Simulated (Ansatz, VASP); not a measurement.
One calculation of Sr2C, two programs

```xyz
3
Lattice="0.0000 3.3601 3.3601 3.3601 0.0000 3.3601 3.3601 3.3601 0.0000" Properties=species:S:1:pos:R:3 pbc="T T T"
C     0.0000    0.0000    0.0000
Sr    1.6801    1.6801    1.6801
Sr    5.0402    5.0402    5.0402
```

Alike in both runs: task single point; functional PBEsol; k mesh 4 × 4 × 4; occupations fermi-dirac, width 0.02 eV; no spin polarisation.

|  | VASP | Ansatz |
| --- | --- | --- |
| version | VASP 6.6.1 | Ansatz 0.2.0 |
| potentials or method | VASP PAW PBE potentials, release 64 (C, Sr_sv) | plane waves, PAW |
| plane-wave cutoff (eV) | 520 | 420 |
| valence electrons in the cell | 24 | 24 |

VASP gave:

* pressure (GPa): -1.6

Q: Which values does Ansatz return?

A: Pressure (GPa): -1.8.

VASP's potentials were made for PBE, not for PBEsol.

The k mesh is coarse, so the values compare programs but aren't converged.
